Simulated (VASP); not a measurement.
CoO: single point with PBE

Crystal: CoO.

```
Co O
1.0
     2.88392    0.00000    0.00000
    -1.44197    2.49755    0.00000
     0.00000    0.00000    2.77510
Co O
1 1
Direct
  0.00000 0.00000 0.50000
  0.66667 0.33333 0.00000
```

```
Program             : VASP 6.6.1
Task                : single point
Functional          : PBE
Potentials or basis : VASP PAW PBE potentials, release 64 (Co, O)
Cutoff              : 520 eV
k mesh              : 11 × 11 × 10
Occupations         : fermi-dirac, width 0.05 eV
Spin                : collinear spin, ferromagnetic start
Starting moments    : [2.0, 0.0] μB
```

```json
{"Pressure": "-9.9 GPa", "Band gap on the k mesh": "zero (filled and empty bands overlap)", "Net moment": "3.00 μB per cell", "Site moments": "Co +2.56; O +0.39 μB", "Valence electrons inside the program's atomic spheres": "Co 7.75; O 4.94"}
```

Stress tensor (GPa, compression positive):
```
 -8.84   0.00   0.00
  0.00  -8.84   0.00
  0.00   0.00 -12.15
```

Levels at points of the mesh, in eV from the Fermi level:
Spin up:
```csv
k point,band 6,band 7,band 8,band 9,band 10,band 11,band 12,band 13
"(0.00, 0.00, 0.00)",-2.93,-2.93,-1.02,-1.02,0.44,14.44,15.69,15.69
"(0.00, 0.00, 0.50)",-3.19,-2.12,-1.24,-1.24,6.50,6.58,20.59,20.59
```
Spin down:
| k point | band 2 | band 3 | band 4 | band 5 | band 6 | band 7 | band 8 | band 9 | band 10 | band 11 |
| --- | --- | --- | --- | --- | --- | --- | --- | --- | --- | --- |
| (0.00, 0.00, 0.00) | -3.38 | -3.38 | -2.74 | -2.47 | 0.34 | 0.34 | 0.78 | 0.78 | 1.03 | 14.80 |
| (0.00, 0.00, 0.50) | -7.76 | -2.75 | -2.75 | -0.89 | -0.89 | -0.16 | 0.97 | 0.97 | 7.02 | 7.18 |

Run time: 110 s on 1 thread of AMD EPYC 9R45 96-Core Processor (Zen 5), with other jobs on the host, peak memory 0.21 GiB.

Caveat: the cell stands under tension; a cell with one magnetic atom can't hold antiferromagnetic order, which such compounds often take; semilocal functionals often make such compounds metallic where correlation or magnetic order opens a gap, which also shifts bond lengths. With open d or f shells a metallic result of PBE can be an artefact of self-interaction; +U or a hybrid may open a gap.
